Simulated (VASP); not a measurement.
Wanted: the native input for a VASP 6.6.1 run.

| Quantity | Value |
| --- | --- |
| Task | single point |
| Functional | LDA |
| Potentials or basis | VASP PAW LDA potentials, release 64 (Tc_pv) |
| Cutoff | 520 eV |
| k mesh | 17 × 17 × 9 |
| Occupations | fermi-dirac, width 0.08 eV |
| Spin | no spin polarisation |
| Dipole correction | no |
| Further INCAR settings | ALGO = Normal; EDIFF = 1e-06; NBANDS = 20 |

The structure of Tc lies in POSCAR:

```
Tc
1.0
    2.7216103534      0.0000000000      0.0000000000
   -1.3608051767      2.3569837053      0.0000000000
    0.0000000000      0.0000000000      4.3684823321
Tc
2
Direct
    0.3333333333      0.6666666667      0.2500000000
    0.6666666667      0.3333333333      0.7500000000
```

One way to write it, as run:

INCAR

```
SYSTEM = Tc
  PREC = Accurate
  ENCUT = 520
  EDIFF = 1E-6
  ISMEAR = -1
  SIGMA = 0.08
  LREAL = .False.
  LASPH = .True.
  NELM = 80
  ALGO = Normal
  ISIF = 2
  LWAVE = .False.
  LCHARG = .False.
  NBANDS = 20
```

KPOINTS

```
regular mesh
0
Gamma
  17 17 9
  0 0 0
```

Potentials or basis: VASP PAW LDA potentials, release 64 (Tc_pv).

The run is started by

```console
$ cat potpaw_LDA.64/Tc_pv/POTCAR > POTCAR
$ mpirun -np 1 vasp_std > vasp.out
```

Results of the run:

```json
{"Pressure": "-5.5 GPa", "Band gap on the k mesh": "zero (bands 13 and 14 overlap by 3.14 eV)"}
```

Caveat: the cell stands under tension.

Run time: 66 s on 1 thread of Intel Xeon 8259CL (shared host), peak memory 0.18 GiB.
